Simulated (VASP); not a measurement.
# InSe (R3m) in VASP: a series of runs, part 2 of 2

VASP 6.6.1.

**3. Electric field gradients, PBEsol (27.66 Å³/atom)**

This run uses another cell than the first one, of 27.66 Å³/atom.

The input, INCAR:

```
SYSTEM = InSe
PREC = Accurate
ENCUT = 520
EDIFF = 1E-8
ISMEAR = -1
SIGMA = 0.01
LREAL = .False.
LASPH = .True.
NELM = 60
ALGO = Normal
ISIF = 2
LWAVE = .False.
LCHARG = .False.
GGA = PS
LEFG = .True.
NBANDS = 27
```

The input, KPOINTS:

```
regular mesh
0
Gamma
  7 7 7
  0 0 0
```

The input, POSCAR:

```
InSe
1.0
    1.9729693145      1.1390943648      8.2042687889
   -1.9729693145      1.1390943648      8.2042687889
    0.0000000000     -2.2781887297      8.2042687889
In Se
2 2
Direct
    0.0000000000      0.0000000000      0.0000000000
    0.1122000000      0.1122000000      0.1122000000
    0.6155000000      0.6155000000      0.6155000000
    0.8300000000      0.8300000000      0.8300000000
```

Potentials or basis: VASP PAW PBE potentials, release 64 (In_d, Se).

On the command line:

```
$ cat potpaw_PBE.64/In_d/POTCAR potpaw_PBE.64/Se/POTCAR > POTCAR
$ mpirun -np 1 vasp_std > vasp.out
```

OUTCAR:

```text
SYSTEM = InSe
   PREC = Accurate
   ENCUT = 520
   EDIFF = 1E-8
   ISMEAR = -1
   LREAL = .False.
   LASPH = .True.
   NELM = 60
   ISIF = 2
   GGA = PS

 ion  position               nearest neighbor table
   1  0.000  0.000  0.000-   3 2.60   3 2.60   3 2.60   2 2.76
   2  0.112  0.112  0.112-   4 2.60   4 2.60   4 2.60   1 2.76
   3  0.615  0.615  0.615-   1 2.60   1 2.60   1 2.60
   4  0.830  0.830  0.830-   2 2.60   2 2.60   2 2.60

  LATTYP: Found a trigonal (rhomboedric) cell.
 ALAT       =     8.5147031803
 COS(alpha) =     0.8926179648

  Lattice vectors:

 A1 = (   1.9729693145,   1.1390943648,   8.2042687889)
 A2 = (  -1.9729693145,   1.1390943648,   8.2042687889)
 A3 = (   0.0000000000,  -2.2781887297,   8.2042687889)

Analysis of symmetry for initial positions (statically):
=====================================================================
 Subroutine PRICEL returns:
 Original cell was already a primitive cell.

 Routine SETGRP: Setting up the symmetry group for a
 trigonal (rhombohedral) supercell.

 Subroutine GETGRP returns: Found  6 space group operations
 (whereof  6 operations were pure point group operations)
 out of a pool of 12 trial point group operations.

The static configuration has the point symmetry C_3v.

Analysis of symmetry for dynamics (positions and initial velocities):
=====================================================================
 Subroutine PRICEL returns:
 Original cell was already a primitive cell.
[... 884 lines left out ...]
     27      11.7043      0.00000

 [... further k-points ...]

------------------------ aborting loop because EDIFF is reached ----------------------------------------

  FORCE on cell =-STRESS in cart. coord.  units (eV):
  Direction    XX          YY          ZZ          XY          YZ          ZX
  --------------------------------------------------------------------------------------
  -------------------------------------------------------------------------------------
  Total        2.0341364      2.0341364      1.4966448      0.0000000     -0.0000000      0.0000000
  in kB       29.4591014     29.4591015     21.6749533      0.0000000     -0.0000000      0.0000000
  external PRESSURE =      26.8643854 kB  Pullay stress =       0.0000000 kB

 VOLUME and BASIS-vectors are now :
 -----------------------------------------------------------------------------
  energy-cutoff  :      520.00
  volume of cell :      110.63
      direct lattice vectors                 reciprocal lattice vectors
     1.972969315  1.139094365  8.204268789     0.253425127  0.146315066  0.040629256
    -1.972969315  1.139094365  8.204268789    -0.253425127  0.146315066  0.040629256
     0.000000000 -2.278188730  8.204268789     0.000000000 -0.292630131  0.040629256

 POSITION                                       TOTAL-FORCE (eV/Angst)
 -----------------------------------------------------------------------------------
      0.00000      0.00000      0.00000         0.000000     -0.000000      0.338593
      0.00000     -0.00000      2.76156         0.000000      0.000000     -0.334948
      0.00000     -0.00000     15.14918         0.000000      0.000000     -0.350034
      0.00000     -0.00000     20.42863         0.000000     -0.000000      0.346389
 -----------------------------------------------------------------------------------
    total drift:                               -0.000000     -0.000000      0.000822

  FREE ENERGIE OF THE ION-ELECTRON SYSTEM (eV)
  ---------------------------------------------------
  free  energy   TOTEN  =       -15.5493898568 eV

  energy  without entropy=      -15.5493898568  energy(sigma->0) =      -15.54938986

 Electric field gradients (V/A^2)
---------------------------------------------------------------------
 ion       V_xx      V_yy      V_zz      V_xy      V_xz      V_yz
---------------------------------------------------------------------
   1      54.161    54.161  -108.323     0.000    -0.000     0.000
   2      54.242    54.242  -108.484    -0.000    -0.000     0.000
   3      29.002    29.002   -58.004     0.000    -0.000     0.000
   4      31.246    31.246   -62.493    -0.000    -0.000     0.000
---------------------------------------------------------------------

 Electric field gradients after diagonalization (V/A^2)
 (convention: |V_zz| > |V_xx| > |V_yy|)
----------------------------------------------------------------------
 ion       V_xx      V_yy      V_zz     asymmetry (V_yy - V_xx)/ V_zz
----------------------------------------------------------------------
   1      54.161    54.161  -108.323       0.000
   2      54.242    54.242  -108.484       0.000
   3      29.002    29.002   -58.004       0.000
   4      31.246    31.246   -62.493       0.000
----------------------------------------------------------------------

           NMR quadrupolar parameters

 Cq : quadrupolar parameter    Cq=e*Q*V_zz/h
 eta: asymmetry parameters     (V_yy - V_xx)/ V_zz
 Q  : nuclear electric quadrupole moment in mb (millibarn)
----------------------------------------------------------------------
 ion       Cq(MHz)       eta       Q (mb)
----------------------------------------------------------------------
   1      -0.262       0.000       1.000
   2      -0.262       0.000       1.000
   3      -0.140       0.000       1.000
   4      -0.151       0.000       1.000
----------------------------------------------------------------------
```

It took 6.3 min on 1 thread of Intel Xeon 6975P-C (Granite Rapids), shared host; peak memory 0.58 GiB.

Results:

- Free energy: -15.5494 eV
- Pressure: 2.7 GPa
- Largest force: 0.350 eV/Å
- Band gap on the k mesh: 0.76 eV (least direct gap 0.77 eV)
- Largest electric field gradient by atom: In -108.3, -108.5; Se -58.0, -62.5 V/Å²

Forces in eV/Å, atoms in the order of the input:
```
In   0.000  0.000  0.339
In   0.000  0.000 -0.335
Se   0.000  0.000 -0.350
Se   0.000  0.000  0.346
```

Electric field gradients, principal values (V/Å²):
```
atom   least  middle  greatest (by size)
1 In  54.161  54.161            -108.323
2 In  54.242  54.242            -108.484
3 Se  29.002  29.002             -58.004
4 Se  31.246  31.246             -62.493
```

Caveat: without QUAD_EFG the Cq values of the log hold for a quadrupole moment of 1 mb, not for the nuclei; the PAW data sets were made with another functional, which shifts forces and pressure a little; spin-orbit coupling is left out, which moves the levels of the heavy elements; an odd mesh through Γ misses points on the zone boundary, where band edges can lie.

**4. Electric field gradients, PBEsol (28.23 Å³/atom)**

This run uses another cell than the first one, of 28.23 Å³/atom.

The input, INCAR:

```
SYSTEM = InSe
PREC = Accurate
ENCUT = 520
EDIFF = 1E-8
ISMEAR = -1
SIGMA = 0.01
LREAL = .FALSE.
LASPH = .TRUE.
NELM = 60
ALGO = Normal
ISIF = 2
LWAVE = .FALSE.
LCHARG = .FALSE.
GGA = PS
LEFG = .TRUE.
NBANDS = 27
```

The input, KPOINTS:

```
regular mesh
0
G
  7 7 7
  0 0 0
```

The input, POSCAR:

```
InSe
1.0
    1.9865764294      1.1469504363      8.2608517410
   -1.9865764294      1.1469504363      8.2608517410
    0.0000000000     -2.2939008726      8.2608517410
In Se
2 2
Direct
    0.0000000000      0.0000000000      0.0000000000
    0.1122000000      0.1122000000      0.1122000000
    0.6155000000      0.6155000000      0.6155000000
    0.8300000000      0.8300000000      0.8300000000
```

Potentials or basis: VASP PAW PBE potentials, release 64 (In_d, Se).

On the command line:

```
$ cat potpaw_PBE.64/In_d/POTCAR potpaw_PBE.64/Se/POTCAR > POTCAR
$ mpirun -np 1 vasp_std > vasp.out
```

OUTCAR:

```text
SYSTEM = InSe
   PREC = Accurate
   ENCUT = 520
   EDIFF = 1E-8
   ISMEAR = -1
   LREAL = .FALSE.
   LASPH = .TRUE.
   NELM = 60
   ISIF = 2
   GGA = PS

 ion  position               nearest neighbor table
   1  0.000  0.000  0.000-   3 2.62   3 2.62   3 2.62   2 2.78
   2  0.112  0.112  0.112-   4 2.62   4 2.62   4 2.62   1 2.78
   3  0.615  0.615  0.615-   1 2.62   1 2.62   1 2.62
   4  0.830  0.830  0.830-   2 2.62   2 2.62   2 2.62

  LATTYP: Found a trigonal (rhomboedric) cell.
 ALAT       =     8.5734271269
 COS(alpha) =     0.8926179648

  Lattice vectors:
[... 947 lines left out ...]
 ion       V_xx      V_yy      V_zz      V_xy      V_xz      V_yz
---------------------------------------------------------------------
   1      52.791    52.791  -105.581     0.000    -0.000    -0.000
   2      52.885    52.885  -105.770    -0.000    -0.000     0.000
   3      28.884    28.884   -57.769    -0.000    -0.000    -0.000
   4      31.020    31.020   -62.040     0.000    -0.000     0.000
---------------------------------------------------------------------

 Electric field gradients after diagonalization (V/A^2)
 (convention: |V_zz| > |V_xx| > |V_yy|)
----------------------------------------------------------------------
 ion       V_xx      V_yy      V_zz     asymmetry (V_yy - V_xx)/ V_zz
----------------------------------------------------------------------
   1      52.791    52.791  -105.581       0.000
   2      52.885    52.885  -105.770       0.000
   3      28.884    28.884   -57.769       0.000
   4      31.020    31.020   -62.040       0.000
----------------------------------------------------------------------

           NMR quadrupolar parameters

 Cq : quadrupolar parameter    Cq=e*Q*V_zz/h
 eta: asymmetry parameters     (V_yy - V_xx)/ V_zz
 Q  : nuclear electric quadrupole moment in mb (millibarn)
----------------------------------------------------------------------
 ion       Cq(MHz)       eta       Q (mb)
----------------------------------------------------------------------
   1      -0.255       0.000       1.000
   2      -0.256       0.000       1.000
   3      -0.140       0.000       1.000
   4      -0.150       0.000       1.000
----------------------------------------------------------------------
```

OSZICAR:

```text
N       E                     dE             d eps       ncg     rms          rms(c)
DAV:   1     0.337545884951E+03    0.33755E+03   -0.17323E+04  2376   0.156E+03
DAV:   2     0.239074546347E+02   -0.31364E+03   -0.30406E+03  2392   0.388E+02
DAV:   3    -0.142542617274E+02   -0.38162E+02   -0.37432E+02  2978   0.144E+02
DAV:   4    -0.159692283541E+02   -0.17150E+01   -0.17098E+01  2856   0.314E+01
DAV:   5    -0.160401575642E+02   -0.70929E-01   -0.70918E-01  3647   0.620E+00    0.675E+00
DAV:   6    -0.156163338739E+02    0.42382E+00   -0.80071E-01  3364   0.155E+01    0.407E+00
DAV:   7    -0.155826054501E+02    0.33728E-01   -0.32751E-01  3444   0.451E+00    0.111E+00
DAV:   8    -0.155792609027E+02    0.33445E-02   -0.30581E-02  3637   0.195E+00    0.571E-01
DAV:   9    -0.155793286183E+02   -0.67716E-04   -0.47061E-03  2928   0.471E-01    0.137E-01
DAV:  10    -0.155793461186E+02   -0.17500E-04   -0.30013E-04  3423   0.129E-01    0.707E-02
DAV:  11    -0.155793967207E+02   -0.50602E-04   -0.10334E-04  2980   0.922E-02    0.184E-02
DAV:  12    -0.155793931317E+02    0.35890E-05   -0.12864E-05  3599   0.407E-02    0.134E-02
DAV:  13    -0.155793951039E+02   -0.19722E-05   -0.33878E-06  2956   0.101E-02    0.660E-03
DAV:  14    -0.155793954091E+02   -0.30519E-06   -0.96742E-07  2716   0.120E-02    0.184E-03
DAV:  15    -0.155793954331E+02   -0.24000E-07   -0.83641E-08  3054   0.240E-03    0.612E-04
DAV:  16    -0.155793954197E+02    0.13420E-07   -0.27229E-08  2292   0.101E-03    0.356E-04
DAV:  17    -0.155793954238E+02   -0.41100E-08   -0.17833E-09  1527   0.428E-04
   1 F= -.15579395E+02 E0= -.15579395E+02  d E =-.127359E-10
```

Wall time 5.3 min (1 thread of Intel Xeon 6975P-C (Granite Rapids), shared host); peak memory 0.58 GiB.

Results:

* Free energy: -15.5794 eV
* Pressure: 1.4 GPa
* Largest force: 0.253 eV/Å
* Band gap on the k mesh: 0.71 eV (least direct gap 0.73 eV)
* Largest electric field gradient by atom: In -105.6, -105.8; Se -57.8, -62.0 V/Å²

Forces in eV/Å, atoms in the order of the input:
```
In   0.000  0.000  0.253
In   0.000  0.000 -0.251
Se   0.000  0.000 -0.183
Se   0.000  0.000  0.181
```

Stress tensor (GPa, compression positive):
```
1.66 0.00 0.00
0.00 1.66 0.00
0.00 0.00 0.98
```

Levels at points of the mesh, in eV from the valence-band top:
| k point | band 17 | band 18 | band 19 | band 20 | band 21 | band 22 |
| --- | --- | --- | --- | --- | --- | --- |
| (0.00, 0.00, 0.00) | -1.22 | -1.09 | -1.09 | 1.91 | 2.18 | 4.49 |

Electric field gradients, principal values (V/Å²):
```csv
atom,least,middle,greatest (by size)
1 In,52.791,52.791,-105.581
2 In,52.885,52.885,-105.770
3 Se,28.884,28.884,-57.769
4 Se,31.020,31.020,-62.040
```

Caveat: without QUAD_EFG the Cq values of the log hold for a quadrupole moment of 1 mb, not for the nuclei; the PAW data sets were made with another functional, which shifts forces and pressure a little; spin-orbit coupling is left out, which moves the levels of the heavy elements; an odd mesh through Γ misses points on the zone boundary, where band edges can lie.

**5. Overview**

| cell | gap on the mesh (eV) | pressure (GPa) | largest force (eV/Å) |
| --- | --- | --- | --- |
| a = 8.455 Å, angles 26.8°, 4 atoms | 0.81 | 4.1 | 0.53 |
| a = 8.515 Å, angles 26.8°, 4 atoms | 0.76 | 2.7 | 0.35 |
| a = 8.573 Å, angles 26.8°, 4 atoms | 0.71 | 1.4 | 0.25 |

Alike in all rows: task electric field gradients; level PBEsol; potentials or basis VASP PAW PBE potentials, release 64 (In_d, Se); no spin polarisation; k mesh 7 × 7 × 7; cutoff (eV) 520; smearing fermi-dirac 0.01 eV.

Caveats: the PAW data sets were made with another functional, which shifts forces and pressure a little; spin-orbit coupling is left out, which moves the levels of the heavy elements; an odd mesh through Γ misses points on the zone boundary, where band edges can lie; the cell stands under pressure (at least some runs).

Total energies depend on the potentials used, so only differences within one code and one set of settings carry meaning.
